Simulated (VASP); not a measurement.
A run of VASP 6.6.1:

The input INCAR:

```
SYSTEM = SnO
PREC = Accurate
ENCUT = 520
EDIFF = 1E-6
ISMEAR = 0
SIGMA = 0.15
LREAL = .False.
LASPH = .True.
NELM = 100
ALGO = Normal
ISIF = 2
LWAVE = .False.
LCHARG = .False.
GGA = CA
NBANDS = 28
```

Contents of KPOINTS:

```
regular mesh
0
Gamma
  12 12 10
  0 0 0
```

The input POSCAR:

```
SnO
1.0
    3.6415914150      0.0000000000      0.0000000000
    0.0000000000      3.6415914150      0.0000000000
    0.0000000000      0.0000000000      4.7817736871
Sn O
2 2
Direct
    0.0000000000      0.5000000000      0.2457459271
    0.5000000000      0.0000000000      0.7542540729
    0.0000000000      0.0000000000      0.0000000000
    0.5000000000      0.5000000000      0.0000000000
```

Potentials or basis: VASP PAW LDA potentials, release 64 (Sn_d, O).

Command:

```bash
$ cat potpaw_LDA.64/Sn_d/POTCAR potpaw_LDA.64/O/POTCAR > POTCAR
$ mpirun -np 1 vasp_std > vasp.out
```

Hardware: 1 thread of Intel Xeon 6975P-C (shared host).

Question: How long does it take, and how much memory?

Answer: It took 5 min on 1 thread of Intel Xeon 6975P-C, on a shared host, peak memory 0.33 GiB. Counts: scf iterations 14, k points 168.
